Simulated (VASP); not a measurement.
Input of a VASP 6.6.1 run:

INCAR

```
SYSTEM = Li
ALGO     = Normal         ! electronic algorithm
EDIFF    = 1E-7           ! SCF threshold, eV
ENCUT    = 520            ! plane-wave cutoff, eV
GGA      = PS             ! functional
ISIF     = 2              ! what is computed and relaxed
ISMEAR   = -1             ! smearing method
LASPH    = .True.         ! aspherical terms in the spheres
LCHARG   = .True.         ! write CHGCAR
LELF     = .True.         ! ELF
LREAL    = .False.        ! projectors in reciprocal space
LVHAR    = .True.       
LWAVE    = .False.        ! write WAVECAR
NBANDS   = 10             ! bands
NELM     = 80             ! most SCF steps
PREC     = Accurate       ! precision mode
SIGMA    = 0.08           ! smearing width, eV
```

KPOINTS

```
k-points
0
Gamma
  15 15 8
  0 0 0
```

File POSCAR:

```
Li
1.0
    3.1720176844      0.0000000000      0.0000000000
   -1.5860088422      2.7470478959      0.0000000000
    0.0000000000      0.0000000000      5.1928881046
Li
2
Direct
    0.3333333333      0.6666666667      0.2500000000
    0.6666666667      0.3333333333      0.7500000000
```

Potentials or basis: VASP PAW PBE potentials, release 64 (Li_sv).

Launch:

```console
$ cat potpaw_PBE.64/Li_sv/POTCAR > POTCAR
$ mpirun -np 1 vasp_std > vasp.out
```

Predict the band gap on the k mesh.

zero (bands 3 and 4 overlap by 4.39 eV).
